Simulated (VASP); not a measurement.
Write the native input for VASP 6.6.1 that does the following.

```yaml
Task: single point
Functional: PBE
Potentials_or_basis: VASP PAW PBE potentials, release 64 (B, C)
Cutoff: 520 eV
k_mesh: 6 × 6 × 6
Occupations: gaussian, width 0.1 eV
Spin: no spin polarisation
Dipole_correction: no
Further_INCAR_settings: ALGO = Normal; EDIFF = 1e-07; NBANDS = 20
```

The structure of BC5 lies in POSCAR:

```
BC5
1.0
    0.0000000000      2.9343934917      2.9343934917
    2.9343934917      0.0000000000      2.9343934917
    2.9343934917      2.9343934917      0.0000000000
B C
1 5
Direct
    0.2500000000      0.2500000000      0.2500000000
    0.5000000000      0.5000000000      0.5000000000
    0.8444613222      0.8444613222      0.8444613222
    0.8444613222      0.8444613222      0.4666160335
    0.8444613222      0.4666160335      0.8444613222
    0.4666160335      0.8444613222      0.8444613222
```

These files were run (other wordings do the same):

INCAR

```
ALGO = Normal ; EDIFF = 1E-7
ENCUT = 520 ; GGA = PE
ISIF = 2 ; ISMEAR = 0
LASPH = True ; LCHARG = True
LELF = True ; LREAL = False
LVHAR = True ; LWAVE = False
NBANDS = 20 ; NELM = 100
PREC = Accurate ; SIGMA = 0.1
```

KPOINTS

```
k-points
0
Gamma
  6 6 6
```

Potentials or basis: VASP PAW PBE potentials, release 64 (B, C).

Command:

```bash
$ cat potpaw_PBE.64/B/POTCAR potpaw_PBE.64/C/POTCAR > POTCAR
$ mpirun -np 1 vasp_std > vasp.out
```

It gave:

- Pressure: 0.7 GPa
- Largest force: 0.076 eV/Å

Wall time 39 s on 1 thread of AMD EPYC 7R43 64-Core Processor (Zen 3) (shared host), peak memory 0.14 GiB.
